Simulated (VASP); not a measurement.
Runs of VASP 6.6.1 on KBr. The structure is that of space group Fm-3m (No. 225), or close to it. The cells are those of the table. 

```tsv
level	cell	k mesh	smearing	grid for exact exchange (PRECFOCK)	share of exact exchange	screening parameter	gap on the mesh (eV)	pressure (GPa)
r2SCAN	a = 4.810 Å, angles 60.0°, 2 atoms	6 × 6 × 6	gaussian 0.01 eV	-	-	-	4.84	(a)
HSE06	a = 4.596, b = 4.596, c = 4.469 Å, angles 60.9, 60.9, 58.2°, 2 atoms	4 × 4 × 4	gaussian 0.01 eV	Normal	0.25	0.2079 1/Å	(b)	2.2
PBE	a = 4.810 Å, angles 60.0°, 2 atoms	6 × 6 × 6	fermi-dirac 0.02 eV	-	-	-	4.20	(c)
HSE06	a = 4.810 Å, angles 60.0°, 2 atoms	4 × 4 × 4	gaussian 0.01 eV	Normal	0.25	0.2079 1/Å	5.35	-0.7
```

Alike in all rows: task single point; potentials or basis VASP PAW PBE potentials, release 64 (K_sv, Br); no spin polarisation; cutoff (eV) 520.

**Question.** Estimate the missing entries.

**Answer.** (a) -1.1; (b) 5.80; (c) -0.5.

Caveats: some runs use coarse meshes; the PAW data sets were made with another functional, which shifts forces and pressure a little (at least some runs).

A k mesh can miss the band edges, and the runs leave out spin-orbit coupling on Br.
